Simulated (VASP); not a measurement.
Input of a VASP 6.6.1 run:

INCAR

```
ALGO = Normal
EDIFF = 1E-6
ENCUT = 520
GGA = PS
ISIF = 2
ISMEAR = 0
IVDW = 12
LASPH = True
LCHARG = False
LREAL = False
LWAVE = False
NBANDS = 11
NELM = 60
PREC = Accurate
SIGMA = 0.05
```

File KPOINTS:

```
k-points
0
Gamma
  15 15 15
```

The input POSCAR:

```
C
1.0
    1.2085210405      0.6977399481      3.2281429160
   -1.2085210405      0.6977399481      3.2281429160
    0.0000000000     -1.3954798961      3.2281429160
C
2
Direct
    0.1503108337      0.1828563987      0.1665836162
    0.8496891663      0.8171436013      0.8334163838
```

Potentials or basis: VASP PAW PBE potentials, release 64 (C).

Run with:

```bash
$ cat potpaw_PBE.64/C/POTCAR > POTCAR
$ mpirun -np 1 vasp_std > vasp.out
```

What does it give for the dispersion energy per atom?

-0.114 eV.

What does it give for the largest force?

4.945 eV/Å.

Forces in eV/Å, atoms in the order of the input:
```
C    4.919 -0.507  0.004
C   -4.919  0.507 -0.004
```

Caveat: the cell differs from its parent crystal (atoms displaced along a vibrational mode, the cell strained); the PAW data sets were made with another functional, which shifts forces and pressure a little.
